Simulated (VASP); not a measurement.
# Cd (P6_3/mmc) in VASP: single point with r2SCAN

Aim: the single point of Cd with r2SCAN.

Everything below comes from runs of VASP 6.6.1. Logs are shortened: lines on timing, memory, paths and dates and some standing lists are left out, and cuts for length are marked.

## (1) The cell of the first run

It takes space group P6_3/mmc (No. 194, hexagonal). The conventional cell has a = 2.951 Å, b = 2.951 Å, c = 5.884 Å, α = 90.00°, β = 90.00°, γ = 120.00°. Within 3.9 Å of Cd (site symmetry -6m2) lie 12 Cd at 2.95 to 3.40 Å.

## (2) Single point, r2SCAN

POSCAR

```
Cd
1.0
    2.9509006285      0.0000000000      0.0000000000
   -1.4754503142      2.5555549083      0.0000000000
    0.0000000000      0.0000000000      5.8838547393
Cd
2
Direct
    0.3333333333      0.6666666667      0.2500000000
    0.6666666667      0.3333333333      0.7500000000
```

INCAR.step1

```
SYSTEM = Cd
  PREC = Accurate
  ENCUT = 550
  ISMEAR = -1
  SIGMA = 0.1
  LREAL = .FALSE.
  LASPH = .TRUE.
  NELM = 120
  NBANDS = 19
  GGA = PE
  ALGO = Normal
  EDIFF = 1E-5
  LWAVE = .TRUE.
  LCHARG = .FALSE.
  GGA_COMPAT = .FALSE.
```

INCAR.step2

```
SYSTEM = Cd
  PREC = Accurate
  ENCUT = 550
  EDIFF = 1E-6
  ISMEAR = -1
  SIGMA = 0.1
  LREAL = .FALSE.
  LASPH = .TRUE.
  NELM = 120
  ALGO = Normal
  ISIF = 2
  LWAVE = .FALSE.
  LCHARG = .FALSE.
  METAGGA = R2SCAN
  LMIXTAU = .TRUE.
  NBANDS = 19
  ISTART = 1
  GGA_COMPAT = .FALSE.
```

KPOINTS

```
Automatic mesh
0
G
  6 6 3
  0 0 0
```

Potentials or basis: VASP PAW PBE potentials, release 64 (Cd).

Launch:

```bash
cat potpaw_PBE.64/Cd/POTCAR > POTCAR
cp INCAR.step1 INCAR
mpirun -np 1 vasp_std > vasp.out
cp INCAR.step2 INCAR
mpirun -np 1 vasp_std > vasp.out
```

OUTCAR:

```text
SYSTEM = Cd
   PREC = Accurate
   ENCUT = 550
   EDIFF = 1E-6
   ISMEAR = -1
   LREAL = .FALSE.
   LASPH = .TRUE.
   NELM = 120
   ISIF = 2
   METAGGA = R2SCAN
   ISTART = 1

 ion  position               nearest neighbor table
   1  0.333  0.667  0.250-   2 3.40   2 3.40   2 3.40   2 3.40   2 3.40   2 3.40
   2  0.667  0.333  0.750-   1 3.40   1 3.40   1 3.40   1 3.40   1 3.40   1 3.40

  LATTYP: Found a hexagonal cell.
 ALAT       =     2.9509006285
 C/A-ratio  =     1.9939182914

  Lattice vectors:

 A1 = (   2.9509006285,   0.0000000000,   0.0000000000)
 A2 = (  -1.4754503142,   2.5555549083,   0.0000000000)
 A3 = (   0.0000000000,   0.0000000000,   5.8838547393)

Analysis of symmetry for initial positions (statically):
=====================================================================
 Subroutine PRICEL returns:
 Original cell was already a primitive cell.

 Routine SETGRP: Setting up the symmetry group for a
 hexagonal supercell.

 Subroutine GETGRP returns: Found 24 space group operations
 (whereof 12 operations were pure point group operations)
 out of a pool of 24 trial point group operations.

The static configuration has the point symmetry D_3d.
 The point group associated with its full space group is D_6h.

Analysis of symmetry for dynamics (positions and initial velocities):
=====================================================================
 Subroutine PRICEL returns:
 Original cell was already a primitive cell.

 Routine SETGRP: Setting up the symmetry group for a
 hexagonal supercell.

 Subroutine GETGRP returns: Found 24 space group operations
 (whereof 12 operations were pure point group operations)
 out of a pool of 24 trial point group operations.

The dynamic configuration has the point symmetry D_3d.
 The point group associated with its full space group is D_6h.

 Subroutine INISYM returns: Found 24 space group operations
 (whereof 12 operations are pure point group operations),
 and found     1 'primitive' translations

----------------------------------------------------------------------------------------

                                     Primitive cell

  volume of cell :      44.3713

  direct lattice vectors                    reciprocal lattice vectors
     2.950900628  0.000000000  0.000000000     0.338879592  0.195652223  0.000000000
    -1.475450314  2.555554908  0.000000000     0.000000000  0.391304447  0.000000000
     0.000000000  0.000000000  5.883854739     0.000000000  0.000000000  0.169956609

  length of vectors
     2.950900628  2.950900628  5.883854739     0.391304447  0.391304447  0.169956609

  position of ions in fractional coordinates (direct lattice)
     0.333333333  0.666666667  0.250000000
     0.666666667  0.333333333  0.750000000

  ion indices of the primitive-cell ions
   primitive index   ion index
                 1           1
                 2           2

----------------------------------------------------------------------------------------

 KPOINTS: Automatic mesh

Automatic generation of k-mesh.
 Grid dimensions read from file:
 generate k-points for:    6    6    3

 Generating k-lattice:

  Cartesian coordinates                     Fractional coordinates (reciprocal lattice)
     0.056479932  0.032608704  0.000000000     0.166666667  0.000000000  0.000000000
     0.000000000  0.065217408  0.000000000     0.000000000  0.166666667  0.000000000
     0.000000000  0.000000000  0.056652203     0.000000000  0.000000000  0.333333333

  Length of vectors
     0.065217408  0.065217408  0.056652203

  Shift w.r.t. Gamma in fractional coordinates (k-lattice)
     0.000000000  0.000000000  0.000000000

 Subroutine IBZKPT returns following result:
 ===========================================

 Found     14 irreducible k-points:

 Following reciprocal coordinates:
            Coordinates               Weight
  0.000000  0.000000  0.000000      1.000000
  0.166667  0.000000  0.000000      6.000000
  0.333333  0.000000  0.000000      6.000000
  0.500000  0.000000  0.000000      3.000000
  0.166667  0.166667  0.000000      6.000000
  0.333333  0.166667  0.000000     12.000000
  0.333333  0.333333  0.000000      2.000000
  0.000000  0.000000  0.333333      2.000000
  0.166667  0.000000  0.333333     12.000000
  0.333333  0.000000  0.333333     12.000000
  0.500000  0.000000  0.333333      6.000000
  0.166667  0.166667  0.333333     12.000000
  0.333333  0.166667  0.333333     24.000000
  0.333333  0.333333  0.333333      4.000000
   k-points           NKPTS =     14   k-points in BZ     NKDIM =     14   number of bands    NBANDS=     19
   number of dos      NEDOS =    301   number of ions     NIONS =      2
   total plane-waves  NPLWV =  27648
   dimension x,y,z NGX =    24 NGY =   24 NGZ =   48
   dimension x,y,z NGXF=    48 NGYF=   48 NGZF=   96
   ions per type =               2
   NGX,Y,Z   is equivalent  to a cutoff of  13.52, 13.52, 13.56 a.u.
   NGXF,Y,Z  is equivalent  to a cutoff of  27.04, 27.04, 27.12 a.u.
 SYSTEM =  Cd
   PREC   = accura    normal or accurate (medium, high low for compatibility)
   ISTART =      1    job   : 0-new  1-cont  2-samecut
   ICHARG =      0    charge: 1-file 2-atom 10-const
   ISPIN  =      1    spin polarized calculation?
   LNONCOLLINEAR =      F non collinear calculations
   LSORBIT =      F    spin-orbit coupling
   LASPH  =      T    aspherical Exc in radial PAW
   ENCUT  =  550.0 eV  40.42 Ry    6.36 a.u.   5.64  5.64 11.25*2*pi/ulx,y,z
   NELM   =    120;   NELMIN=  2; NELMDL=  0     # of ELM steps
   EDIFF  = 0.1E-05   stopping-criterion for ELM
   LREAL  =      F    real-space projection
   EDIFFG = 0.1E-04   stopping-criterion for IOM
   NSW    =      0    number of steps for IOM
   IBRION =     -1    ionic relax: 0-MD 1-quasi-New 2-CG
   NFREE  =      0    steps in history (QN), initial steepest desc. (CG)
   ISIF   =      2    stress and relaxation
   ISYM   =      2    0-nonsym 1-usesym 2-fastsym
   POTIM  = 0.5000    time-step for ionic-motion
   TEBEG  =    0.0;   TEEND  =   0.0 temperature during run
   PSTRESS=    0.0 pullay stress
   NELECT =      24.0000    total number of electrons
   NUPDOWN=      -1.0000    fix difference up-down
   EMIN   =  10.00;   EMAX   =-10.00  energy-range for DOS
   EFERMI =   0.00;   METHOD = LEGACY
   ISMEAR =    -1;   SIGMA  =   0.10  broadening in eV -4-tet -1-fermi 0-gaus
   EFERMI_NEDOS =   21; number of points for ismear=-14 and -15
   IALGO  =     38    algorithm
   IMIX   =      4    mixing-type and parameters
     AMIX     =   0.40;   BMIX     =  1.00
     AMIX_MAG =   1.60;   BMIX_MAG =  1.00
  volume/ion in A,a.u.               =      22.19       149.72
  Fermi-wavevector in a.u.,A,eV,Ry     =   1.333863  2.520636 24.207368  1.779191
  Thomas-Fermi vector in A             =   2.462689
   LORBIT       =      0    0 simple, 1 ext, 2 COOP (PROOUT), +10 PAW based schemes
   METAGGA = R2SCAN    functional components
   LHFCALC =     F    Hartree Fock is set to
   AEXX    =    0.0000 exact exchange contribution
   IVDW    =     0    specifies the selected vdW correction
   LEPSILON=     F    determine dielectric tensor
   LRPA    =     F    only Hartree local field effects (RPA)
 non-spin polarized calculation
  energy-cutoff  :      550.00
  volume of cell :       44.37
 maximum number of plane-waves:      1315
 NGX is ok and might be reduce to    24
   NGX = 11   NGY = 11   NGZ = 23

 number of electron      24.0000004 magnetization

 Free energy of the ion-electron system (eV)
  ---------------------------------------------------
  ext. energy  EPLUGINS =         0.00000000
  ---------------------------------------------------
  free energy    TOTEN  =       -40.20094391 eV

  energy without entropy =      -40.16361710  energy(sigma->0) =      -40.18228050

 E-fermi :   3.1951     XC(G=0): -11.6215

 val. band max:        2.4699342529   @ k =   0.1667   0.1667   0.0000
 cond. band min:       3.1999969301   @ k =   0.3333   0.3333   0.0000
 fundamental gap:      0.7300626772
 Fermi energy:         3.1950921050

 k-point     1 :       0.0000    0.0000    0.0000
  band No.  band energies     occupation
      1      -7.6223      2.00000
      2      -7.4296      2.00000
      3      -6.9414      2.00000
      4      -6.9414      2.00000
      5      -6.9050      2.00000
      6      -6.9050      2.00000
[... 11 lines left out ...]
     18      19.0992      0.00000
     19      19.3348      0.00000

 k-point     2 :       0.1667    0.0000    0.0000
  band No.  band energies     occupation
      1      -7.4066      2.00000
      2      -7.2298      2.00000
      3      -7.0308      2.00000
      4      -6.9164      2.00000
      5      -6.6794      2.00000
      6      -6.6493      2.00000
[... 11 lines left out ...]
     18      17.2017      0.00000
     19      17.5991      0.00000

 k-point     3 :       0.3333    0.0000    0.0000
  band No.  band energies     occupation
      1      -7.6113      2.00000
      2      -7.4554      2.00000
      3      -7.1072      2.00000
      4      -6.7821      2.00000
      5      -6.7039      2.00000
      6      -6.5374      2.00000
[... 11 lines left out ...]
     18      16.1500      0.00000
     19      16.6371      0.00000

 k-point     4 :       0.5000    0.0000    0.0000
  band No.  band energies     occupation
      1      -7.7704      2.00000
      2      -7.6183      2.00000
      3      -7.3253      2.00000
      4      -6.9380      2.00000
      5      -6.5981      2.00000
      6      -6.5243      2.00000
[... 187 lines left out ...]
     18      12.2658      0.00000
     19      18.1615      0.00000

 k-point    13 :       0.3333    0.1667    0.3333
  band No.  band energies     occupation
      1      -7.3904      2.00000
      2      -7.3210      2.00000
      3      -7.1884      2.00000
      4      -7.0707      2.00000
      5      -6.6768      2.00000
      6      -6.4717      2.00000
[... 11 lines left out ...]
     18      11.7277      0.00000
     19      14.6278      0.00000

 k-point    14 :       0.3333    0.3333    0.3333
  band No.  band energies     occupation
      1      -7.0212      2.00000
      2      -7.0119      2.00000
      3      -7.0119      2.00000
      4      -6.8328      2.00000
      5      -6.7537      2.00000
      6      -6.7537      2.00000
[... 11 lines left out ...]
     18      11.4644      0.00000
     19      12.8782      0.00000

------------------------ aborting loop because EDIFF is reached ----------------------------------------

  FORCE on cell =-STRESS in cart. coord.  units (eV):
  Direction    XX          YY          ZZ          XY          YZ          ZX
  --------------------------------------------------------------------------------------
  -------------------------------------------------------------------------------------
  Total        0.0907617      0.0907617      0.1726889      0.0000000      0.0000000      0.0000000
  in kB        3.2772646      3.2772646      6.2355273      0.0000000      0.0000000      0.0000000
  external PRESSURE =       4.2633522 kB  Pullay stress =       0.0000000 kB

 VOLUME and BASIS-vectors are now :
 -----------------------------------------------------------------------------
  energy-cutoff  :      550.00
  volume of cell :       44.37
      direct lattice vectors                 reciprocal lattice vectors
     2.950900628  0.000000000  0.000000000     0.338879592  0.195652223  0.000000000
    -1.475450314  2.555554908  0.000000000     0.000000000  0.391304447  0.000000000
     0.000000000  0.000000000  5.883854739     0.000000000  0.000000000  0.169956609

 POSITION                                       TOTAL-FORCE (eV/Angst)
 -----------------------------------------------------------------------------------
     -0.00000      1.70370      1.47096        -0.000000      0.000000      0.000000
      1.47545      0.85185      4.41289         0.000000     -0.000000      0.000000
 -----------------------------------------------------------------------------------
    total drift:                               -0.000000      0.000000     -0.000000

  FREE ENERGIE OF THE ION-ELECTRON SYSTEM (eV)
  ---------------------------------------------------
  free  energy   TOTEN  =       -40.2009439065 eV

  energy  without entropy=      -40.1636170961  energy(sigma->0) =      -40.18228050
```

Run time: 30 s. Hardware: 1 thread of Intel Xeon Platinum 8375C at 2.90GHz (Ice Lake), shared host; peak memory 0.17 GiB.

Results:

| Item | Value |
| --- | --- |
| Free energy | -40.2009 eV |
| Pressure | 0.4 GPa |
| Band gap on the k mesh | zero (bands 12 and 13 overlap by 4.04 eV) |

Stress tensor (GPa, compression positive):
```
0.33 0.00 0.00
0.00 0.33 0.00
0.00 0.00 0.62
```

Levels at points of the mesh, in eV from the Fermi level:
```tsv
k point	band 10	band 11	band 12	band 13	band 14	band 15
(0.00, 0.00, 0.00)	-9.35	-9.35	-4.25	-3.57	8.94	13.44
(0.50, 0.00, 0.00)	-9.00	-2.65	-2.08	1.31	2.60	2.80
```

Caveat: the k points lie up to 0.41 Å⁻¹ apart, too coarse for converged energies and pressures of a metal; the PAW data sets were made with another functional, which shifts forces and pressure a little.
